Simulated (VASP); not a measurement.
Se, 2 atoms in the cell. Symmetry: Fd-3m, No. 227, cubic system. The conventional cell has a = 5.154 Å, b = 5.154 Å, c = 5.154 Å, α = 90.00°, β = 90.00°, γ = 90.00°. Within 3.0 Å of Se (site symmetry -43m) lie 4 Se at 2.23 Å. This isn't the form of Se at room conditions, which is trigonal, of chains.

```yaml
Program: VASP 6.6.1
Task: single point
Functional: LDA
Potentials_or_basis: VASP PAW LDA potentials, release 64 (Se)
Cutoff: 520 eV
k_mesh: 13 × 13 × 13
Occupations: fermi-dirac, width 0.05 eV
Spin: no spin polarisation
Dipole_correction: no
Further_INCAR_settings: ALGO = Normal; EDIFF = 1e-07; NBANDS = 13
```

Potentials or basis: VASP PAW LDA potentials, release 64 (Se).

Command:

```sh
$ cat potpaw_LDA.64/Se/POTCAR > POTCAR
$ mpirun -np 1 vasp_std > vasp.out
```

Hardware: 1 thread of AMD EPYC 7R13, with other jobs on the host.

Estimate the wall time of this run.

Wall time 50 s on 1 thread of AMD EPYC 7R13, with other jobs on the host, peak memory 0.13 GiB. Counts: scf iterations 11, k points 84.
